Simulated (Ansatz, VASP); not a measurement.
**Si3C in VASP and in Ansatz**

```xyz
4
Lattice="2.6185 0.0000 0.0000 -1.3092 2.2677 0.0000 0.0000 0.0000 9.8356" Properties=species:S:1:pos:R:3 pbc="T T T"
Si    0.0000    0.0000    7.3767
Si    0.0000    0.0000    0.0000
Si    0.0000    0.0000    2.4589
C     0.0000    0.0000    4.9178
```

Alike in both runs: task relaxation of cell and atoms; functional PBE; k mesh 6 × 6 × 2; occupations gaussian, width 0.1 eV; no spin polarisation.

```csv
,VASP,Ansatz
version,VASP 6.6.1,Ansatz 0.2.0
potentials or method,"VASP PAW PBE potentials, release 64 (Si, C), cutoff 600 eV","scalar-relativistic, plane waves, PAW"
valence electrons in the cell,16,16
```

|  | VASP | Ansatz | Ansatz less VASP |
| --- | --- | --- | --- |
| gap on the k mesh at the Fermi level, each at its own relaxed structure (eV) | none | none | - |
| relaxed volume (Å³/atom) | 12.78 | 12.79 | +0.008 |
| relaxed cell length with the largest relative difference (Å) | 2.580 | 2.581 | +0.0012 |

A gap of «none» marks a metal or a gap that the smearing closes.

The k mesh is coarse, so the values compare programs but aren't converged. Noted on VASP's run: too few bands were computed for a metal, which touches its energy and stress.
